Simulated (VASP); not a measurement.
# GaP: single point with B3LYP

The system is GaP.

```
Ga P
1.0
     0.00000    2.77870    2.77870
     2.77870    0.00000    2.77870
     2.77870    2.77870    0.00000
Ga P
1 1
Direct
  0.00000 0.00000 0.00000
  0.75000 0.75000 0.75000
```

* Program: VASP 6.6.1
* Task: single point
* Functional: B3LYP
* Potentials or basis: VASP PAW PBE potentials, release 64 (Ga_d, P)
* Cutoff: 520 eV
* k mesh: 4 × 4 × 4
* Occupations: fermi-dirac, width 0.05 eV
* Spin: no spin polarisation

```json
{
 "Pressure": "-0.9 GPa",
 "Band gap on the k mesh": "2.58 eV"
}
```

Levels at points of the mesh, in eV from the valence-band top:
```csv
k point,band 6,band 7,band 8,band 9,band 10,band 11,band 12,band 13
"(0.00, 0.00, 0.00)",-13.10,0.00,0.00,0.00,2.58,5.25,5.25,5.25
"(0.50, 0.00, 0.00)",-11.11,-6.79,-1.11,-1.11,2.74,6.14,6.14,9.73
"(0.50, 0.50, 0.00)",-10.23,-7.00,-2.65,-2.65,3.03,3.15,11.90,11.90
```

It took 3.4 min on 1 thread of Intel(R) Xeon(R) 6975P-C (Granite Rapids) (shared host), peak memory 0.17 GiB.

Caveat: the k points lie up to 0.49 Å⁻¹ apart; the PAW data sets were made with another functional, which shifts forces and pressure a little. A k mesh can miss the band edges.
